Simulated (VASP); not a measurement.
A run of VASP 6.6.1 is set up as follows.

The input INCAR:

```
SYSTEM = AlP
PREC = Accurate
ENCUT = 500
EDIFF = 1E-6
ISMEAR = 0
SIGMA = 0.01
LREAL = .False.
LASPH = .True.
NELM = 120
ALGO = Normal
ISIF = 2
LWAVE = .False.
LCHARG = .True.
GGA = PS
LELF = .True.
LVHAR = .True.
NBANDS = 11
GGA_COMPAT = .False.
```

Contents of KPOINTS:

```
regular mesh
0
Gamma
  8 8 8
  0 0 0
```

POSCAR

```
AlP
1.0
    2.6967589826      2.6967589826      0.0000000000
   -2.6967589826      2.6967589826      0.0000000000
    0.0000000000      2.6967589826      2.6967589826
Al P
1 1
Direct
    0.0000000000      0.0000000000      0.0000000000
    0.7500000000      0.2500000000      0.5000000000
```

Potentials or basis: VASP PAW PBE potentials, release 64 (Al, P).

Launch:

```sh
$ cat potpaw_PBE.64/Al/POTCAR potpaw_PBE.64/P/POTCAR > POTCAR
$ mpirun -np 1 vasp_std > vasp.out
```

Problem. Estimate the pressure.

Solution. 4.1 GPa.

Problem. Estimate the band gap on the k mesh.

Solution. 1.36 eV, indirect (least direct gap 3.51 eV).

Caveat: the PAW data sets were made with another functional, which shifts forces and pressure a little. A hybrid or GW would open this gap; PBEsol tends to underestimate it.
